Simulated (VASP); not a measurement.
Here is a VASP 6.6.1 calculation.

Contents of INCAR:

```
  PREC = Accurate
  ENCUT = 520
  EDIFF = 1E-6
  ISMEAR = 0
  SIGMA = 0.05
  LREAL = False
  LASPH = True
  NELM = 100
  ALGO = Normal
  ISIF = 2
  LWAVE = False
  LCHARG = False
  GGA = PE
  IVDW = 12
  NBANDS = 49
```

File KPOINTS:

```
regular mesh
0
Gamma
  10 10 2
```

The input POSCAR:

```
WS2
1.0
   -1.5785988150     -2.7342133524      0.0000000000
    1.5785988150     -2.7342133524      0.0000000000
    0.2630998025     -3.1899155778     18.1187268322
W S
3 6
Direct
    0.5833029790      0.4444039721      0.8333940419
    0.2499696457      0.2221817498      0.1667273752
    0.4166363124      0.3332928610      0.5000607086
    0.7065841749      0.6087788999      0.5868316502
   -0.1267491584     -0.2801099890      0.9201649835
    0.5399175082      0.4976677888      0.2534983168
    0.7933878460      0.7245171280      0.4132243079
   -0.0399454873     -0.1643717608      0.7465576413
    0.6267211794      0.6134060169      0.0798909746
```

Potentials or basis: VASP PAW PBE potentials, release 64 (W_sv, S).

Command:

```sh
$ cat potpaw_PBE.64/W_sv/POTCAR potpaw_PBE.64/S/POTCAR > POTCAR
$ mpirun -np 1 vasp_std > vasp.out
```

(1) What does it give for the pressure?

(2) Estimate the largest force.

## Answers

(1) 0.7 GPa.

(2) 0.564 eV/Å.

Caveat: the cell differs from its parent crystal (the part above a cut slid along it).
